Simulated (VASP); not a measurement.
Input of a VASP 6.6.1 run:

File INCAR:

```
SYSTEM = AlAs
PREC = Accurate ; ENCUT = 400
EDIFF = 1E-6 ; ISMEAR = 1
SIGMA = 0.05 ; LREAL = .False.
LASPH = .True. ; NELM = 120
ALGO = Normal ; ISIF = 2
LWAVE = .False. ; LCHARG = .True.
LDIPOL = .True. ; IDIPOL = 3
DIPOL = 0.5 0.5 0.500 ; GGA = RP
LELF = .True. ; LVHAR = .True.
LVACPOTAV = .True. ; NBANDS = 16
GGA_COMPAT = .False. ; NELMDL = -8
```

Contents of KPOINTS:

```
regular mesh
0
Gamma
  4 4 1
  0 0 0
```

File POSCAR:

```
AlAs
1.0
    4.0027900000      0.0000000000      0.0000000000
    2.0013950000      3.4665178260      0.0000000000
    0.0000000000      0.0000000000     21.7194626111
Al As
2 2
Direct
    0.0000000000      0.0000000000      0.3683332384
    0.6666666667      0.6666666667      0.5188095374
    0.0000000000      0.0000000000      0.4811904626
    0.6666666667      0.6666666667      0.6316667616
```

Potentials or basis: VASP PAW PBE potentials, release 64 (Al, As).

Run with:

```console
$ cat potpaw_PBE.64/Al/POTCAR potpaw_PBE.64/As/POTCAR > POTCAR
$ mpirun -np 1 vasp_std > vasp.out
```

(1) Predict the largest force.

(2) What does it give for the band gap on the k mesh?

## Answers

(1) 0.411 eV/Å.

(2) zero (band 8 reaches -0.81 eV, above the bottom of band 9 at -2.26 eV).

Caveat: the k points lie up to 0.45 Å⁻¹ apart; the PAW data sets were made with another functional, which shifts forces and pressure a little.
